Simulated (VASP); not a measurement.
Input of a VASP 6.6.1 run:

INCAR

```
PREC = Accurate
ENCUT = 520
EDIFF = 1E-6
ISMEAR = 0
SIGMA = 0.1
LREAL = F
LASPH = T
NELM = 150
ALGO = Normal
ISIF = 2
LWAVE = F
LCHARG = T
ISPIN = 2
MAGMOM = 1 1 0 0
LORBIT = 11
LMAXMIX = 4
LDAU = T
LDAUTYPE = 2
LDAUL = 2 -1 -1
LDAUU = 4 0 0
LDAUJ = 0 0 0
LDAUPRINT = 1
GGA = PE
IVDW = 12
LELF = T
LVHAR = T
NBANDS = 28
```

Contents of KPOINTS:

```
Automatic mesh
0
Gamma
  6 6 4
```

The input POSCAR:

```
Ti2HO
1.0
    2.9568948992      0.0000000000      0.0000000000
   -1.4784474496      2.5607460990      0.0000000000
    0.0000000000      0.0000000000      4.8330441081
Ti O H
2 1 1
Direct
    0.6666666667      0.3333333333      0.2696661287
    0.3333333333      0.6666666667      0.7303338713
    0.0000000000      0.0000000000      1.0000000000
    0.0000000000      0.0000000000      0.5000000000
```

Potentials or basis: VASP PAW PBE potentials, release 64 (Ti_sv, O, H).

Launch:

```sh
$ cat potpaw_PBE.64/Ti_sv/POTCAR potpaw_PBE.64/O/POTCAR potpaw_PBE.64/H/POTCAR > POTCAR
$ mpirun -np 1 vasp_std > vasp.out
```

Predict the largest force.

1.340 eV/Å.

What does it give for the net moment?

0.00 μB per cell.

What does it give for the pressure?

9.8 GPa.

Predict the dispersion energy per atom.

-0.410 eV.

Stress tensor (GPa, compression positive):
```
 5.36  0.00  0.00
 0.00  5.36  0.00
 0.00  0.00 18.68
```

Caveat: the k points lie up to 0.41 Å⁻¹ apart; pairwise dispersion overbinds metals, which lowers pressure and volume; forces of over 1 eV/Å act on the atoms, so gaps and moduli don't describe the material at rest. The state reached can hang on the start; a lower one may exist.
